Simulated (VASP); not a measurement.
Input of a VASP 6.6.1 run:

The input INCAR:

```
SYSTEM = HfO2
PREC = Accurate
ENCUT = 520
EDIFF = 1E-7
ISMEAR = 0
SIGMA = 0.05
LREAL = .False.
LASPH = .True.
NELM = 80
ALGO = Normal
ISIF = 2
LWAVE = .False.
LCHARG = .False.
GGA = PE
NBANDS = 18
```

KPOINTS

```
regular mesh
0
Gamma
  8 8 8
  0 0 0
```

File POSCAR:

```
HfO2
1.0
    0.0000000000      2.8132500000      2.5575000000
    2.3017500000      0.0000000000      2.5575000000
    2.3017500000      2.8132500000      0.0000000000
Hf O
1 2
Direct
    0.0000000000      0.0000000000      0.0000000000
    0.2500000000      0.2500000000      0.2500000000
    0.7500000000      0.7500000000      0.7500000000
```

Potentials or basis: VASP PAW PBE potentials, release 64 (Hf_pv, O).

Launch:

```bash
$ cat potpaw_PBE.64/Hf_pv/POTCAR potpaw_PBE.64/O/POTCAR > POTCAR
$ mpirun -np 1 vasp_std > vasp.out
```

Task: Estimate the band gap on the k mesh.

Result: 0.85 eV, indirect (least direct gap 1.25 eV).

Task: Predict the pressure.

Result: -2.1 GPa.

Stress tensor (GPa, compression positive):
```
 45.84   0.00   0.00
  0.00 -49.39   0.00
  0.00   0.00  -2.65
```

Caveat: the cell differs from its parent crystal (strain -0.1000 x Voigt [1, -1, 0, 0, 0, 0]); spin-orbit coupling is left out, which moves the levels of the heavy elements. A k mesh can miss the band edges.
